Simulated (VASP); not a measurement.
Write the native input for VASP 6.6.1 that does the following.

```
Task                   : single point
Functional             : r2SCAN
Potentials or basis    : VASP PAW PBE potentials, release 64 (Zr_sv)
Cutoff                 : 550 eV
k mesh                 : 8 × 8 × 8
Occupations            : gaussian, width 0.1 eV
Spin                   : no spin polarisation
Dipole correction      : no
Further INCAR settings : ALGO = Normal; EDIFF = 1e-06; NBANDS = 12
```

Crystal: Zr.

```xyz
1
Lattice="-1.8100 1.8100 1.8100 1.8100 -1.8100 1.8100 1.8100 1.8100 -1.8100" Properties=species:S:1:pos:R:3 pbc="T T T"
Zr    0.0000    0.0000    0.0000
```

One way to write it, as run:

POSCAR

```
Zr
1.0
   -1.8100000000      1.8100000000      1.8100000000
    1.8100000000     -1.8100000000      1.8100000000
    1.8100000000      1.8100000000     -1.8100000000
Zr
1
Direct
    0.0000000000      0.0000000000      0.0000000000
```

INCAR.step1

```
SYSTEM = Zr
PREC = Accurate
ENCUT = 550
ISMEAR = 0
SIGMA = 0.1
LREAL = .False.
LASPH = .True.
NELM = 120
NBANDS = 12
GGA = PE
ALGO = Normal
EDIFF = 1E-5
LWAVE = .True.
LCHARG = .False.
GGA_COMPAT = .False.
```

INCAR.step2

```
SYSTEM = Zr
PREC = Accurate
ENCUT = 550
EDIFF = 1E-6
ISMEAR = 0
SIGMA = 0.1
LREAL = .False.
LASPH = .True.
NELM = 120
ALGO = Normal
ISIF = 2
LWAVE = .False.
LCHARG = .False.
METAGGA = R2SCAN
LMIXTAU = .True.
NBANDS = 12
ISTART = 1
GGA_COMPAT = .False.
```

KPOINTS

```
regular mesh
0
Gamma
  8 8 8
  0 0 0
```

Potentials or basis: VASP PAW PBE potentials, release 64 (Zr_sv).

Launch:

```bash
$ cat potpaw_PBE.64/Zr_sv/POTCAR > POTCAR
$ cp INCAR.step1 INCAR
$ mpirun -np 1 vasp_std > vasp.out
$ cp INCAR.step2 INCAR
$ mpirun -np 1 vasp_std > vasp.out
```

It gave:

```json
{
  "Pressure": "-2.3 GPa",
  "Band gap on the k mesh": "zero (band 6 reaches 9.83 eV, above the bottom of band 7 at 7.94 eV)"
}
```

Caveat: the PAW data sets were made with another functional, which shifts forces and pressure a little.

Run time: 46 s on 1 thread of Intel Xeon 8259CL, with other jobs on the host, peak memory 0.14 GiB.
